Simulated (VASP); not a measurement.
Zn: single point with PBE

The system is Zn.

```
Zn
1.0
     2.89883   -1.30378    0.00000
     2.89883    1.30378    0.00000
     0.00000    0.00000    8.76430
Zn
4
Direct
  0.75004 0.24996 0.12500
  0.74996 0.25004 0.62500
  0.24996 0.75004 0.87500
  0.25004 0.74996 0.37500
```

| Quantity | Value |
| --- | --- |
| Program | VASP 6.6.1 |
| Task | single point |
| Functional | PBE |
| Potentials or basis | VASP PAW PBE potentials, release 64 (Zn) |
| Cutoff | 520 eV |
| k mesh | 6 × 6 × 4 |
| Occupations | gaussian, width 0.1 eV |
| Spin | no spin polarisation |
| Dipole correction | no |
| Further INCAR settings | ALGO = Normal; EDIFF = 1e-06; NBANDS = 32 |

```yaml
Pressure: 0.6 GPa
Band_gap_on_the_k_mesh: zero (band 24 reaches 4.32 eV, above the bottom of band 25 at 0.22 eV)
```

Stress tensor (GPa, compression positive):
```
0.27 0.00 0.00
0.00 0.60 0.00
0.00 0.00 0.80
```

Levels at points of the mesh, in eV from the Fermi level:
| k point | band 22 | band 23 | band 24 | band 25 | band 26 | band 27 |
| --- | --- | --- | --- | --- | --- | --- |
| (0.00, 0.00, 0.00) | -6.90 | -6.58 | -1.94 | 0.02 | 7.65 | 9.14 |
| (0.50, 0.00, 0.00) | -2.30 | -1.36 | -1.36 | 0.91 | 0.91 | 5.91 |
| (0.50, 0.50, 0.00) | -3.62 | -3.57 | -3.57 | -1.12 | -1.12 | 0.83 |
| (0.00, 0.00, 0.50) | -6.73 | -4.75 | -4.75 | 3.77 | 3.77 | 8.27 |
| (0.50, 0.00, 0.50) | -1.96 | -1.96 | -1.96 | 2.59 | 2.59 | 2.60 |
| (0.50, 0.50, 0.50) | -4.54 | -2.91 | -2.91 | -1.44 | -1.44 | 1.40 |

Wall time 47 s on 1 thread of Intel(R) Xeon(R) Platinum 8259CL CPU @ 2.50GHz (Skylake/Cascade Lake), with other jobs on the host, peak memory 0.21 GiB.

Caveat: the k points lie up to 0.44 Å⁻¹ apart.
